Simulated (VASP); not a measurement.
# Ni: single point with LDA

Ni:

```
Ni
1.0
     2.44802    0.00000    0.00000
    -1.22401    2.12005    0.00000
     0.00000    0.00000    4.07281
Ni
2
Direct
  0.33333 0.66667 0.25000
  0.66667 0.33333 0.75000
```

This isn't the form of Ni at room conditions, which is fcc.

```json
{
 "Program": "VASP 6.6.1",
 "Task": "single point",
 "Functional": "LDA",
 "Potentials or basis": "VASP PAW LDA potentials, release 64 (Ni)",
 "Cutoff": "520 eV",
 "k mesh": "15 × 15 × 8",
 "Occupations": "fermi-dirac, width 0.1 eV",
 "Spin": "collinear spin, ferromagnetic start",
 "Starting moments": "[1.5, 1.5] μB"
}
```

```yaml
Pressure: -10.6 GPa
Net_moment: 1.18 μB per cell
Site_moments: Ni +0.59 μB
Valence_electrons_inside_the_program's_atomic_spheres: Ni 9.37
```

Stress tensor (GPa, compression positive):
```
 -9.35   0.00   0.00
  0.00  -9.35   0.00
  0.00   0.00 -12.99
```

Levels at points of the mesh, in eV from the Fermi level:
Spin up:
```csv
k point,band 8,band 9,band 10,band 11,band 12,band 13,band 14,band 15
"(0.00, 0.00, 0.00)",-1.56,-1.56,-0.61,-0.61,-0.51,5.66,23.16,25.22
"(0.00, 0.00, 0.50)",-2.35,-0.91,-0.91,-0.91,-0.91,14.25,14.25,23.86
```
Spin down:
```tsv
k point	band 6	band 7	band 8	band 9	band 10	band 11	band 12	band 13
(0.00, 0.00, 0.00)	-1.48	-1.48	-0.98	-0.98	-0.47	0.00	0.00	6.03
(0.00, 0.00, 0.50)	-1.79	-1.79	-1.79	-0.30	-0.30	-0.30	-0.30	14.43
```

Wall time 74 s on 1 thread of Intel(R) Xeon(R) Platinum 8488C (Sapphire Rapids), on a shared host, peak memory 0.18 GiB.

Caveat: the cell stands under tension.
